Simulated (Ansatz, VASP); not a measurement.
## Zr2B in VASP and in Ansatz

File INCAR:

```
SYSTEM = Zr2B
PREC = Accurate
ENCUT = 600
EDIFF = 1E-7
ISMEAR = 0
SIGMA = 0.1
LREAL = .FALSE.
LASPH = .TRUE.
NELM = 60
ALGO = Fast
ISIF = 3
LWAVE = .FALSE.
LCHARG = .FALSE.
GGA = PE
IBRION = 2
NSW = 100
EDIFFG = -0.01
```

File KPOINTS:

```
regular mesh
0
G
  10 10 6
  0 0 0
```

File POSCAR:

```
Zr2B
1.0
    3.7825105921      0.0000000000      0.0000000000
    0.0000000000      3.7825105921      0.0000000000
    0.0000000000      0.0000000000      7.0117331190
Zr B
4 2
Direct
    0.5000000000      0.0000000000      0.3694067127
    0.0000000000      0.5000000000      0.6305932873
    0.5000000000      0.5000000000      0.0000000000
    0.0000000000      0.0000000000      0.0000000000
    0.0000000000      0.5000000000      0.2716781536
    0.5000000000      0.0000000000      0.7283218464
```

Input for Ansatz:

```yaml
crystal:
  lattice:
    - [3.7825105921, 0.0, 0.0]
    - [0.0, 3.7825105921, 0.0]
    - [0.0, 0.0, 7.011733119]
  atoms:
    - { symbol: Zr, position: [0.5, 0.0, 0.3694067127] }
    - { symbol: Zr, position: [0.0, 0.5, 0.6305932873] }
    - { symbol: Zr, position: [0.5, 0.5, 0.0] }
    - { symbol: Zr, position: [0.0, 0.0, 0.0] }
    - { symbol: B, position: [0.0, 0.5, 0.2716781536] }
    - { symbol: B, position: [0.5, 0.0, 0.7283218464] }
basis:
  ecutwfc: 420
kpoints:
  mp_grid: { grid: [10, 10, 6] }
hamiltonian:
  xc: pbe
scf:
  occupations: { method: gaussian, width: 0.1 }
output:
  forces: true
  stress: true
  eigenvalues: true
relax:
  adjacent_minimum: "off"
  f_tol: 0.01
  max_steps: 80
  cell: { stress_tol: 0.05 }
```

Change from the starting cell: species swapped into the TbSe2 type (P4/nmm, No. 129).

Alike in both runs: task relaxation of cell and atoms; functional PBE; k mesh 10 × 10 × 6; occupations gaussian, width 0.1 eV; no spin polarisation.

|  | VASP | Ansatz |
| --- | --- | --- |
| version | VASP 6.6.1 | Ansatz 0.2.0 |
| potentials or method | VASP PAW PBE potentials, release 64 (Zr_sv, B), cutoff 600 eV | scalar-relativistic, plane waves, PAW |
| valence electrons in the cell | 54 | 54 |

|  | VASP | Ansatz | Ansatz less VASP |
| --- | --- | --- | --- |
| gap on the k mesh at the Fermi level, each at its own relaxed structure (eV) | none | none | - |
| relaxed volume (Å³/atom) | 16.74 | 16.73 | -0.010 |
| relaxed length of the cell vector where the two differ most in proportion (Å) | 3.772 | 3.771 | -0.0012 |

A gap of «none» marks a metal or a gap that the smearing closes.
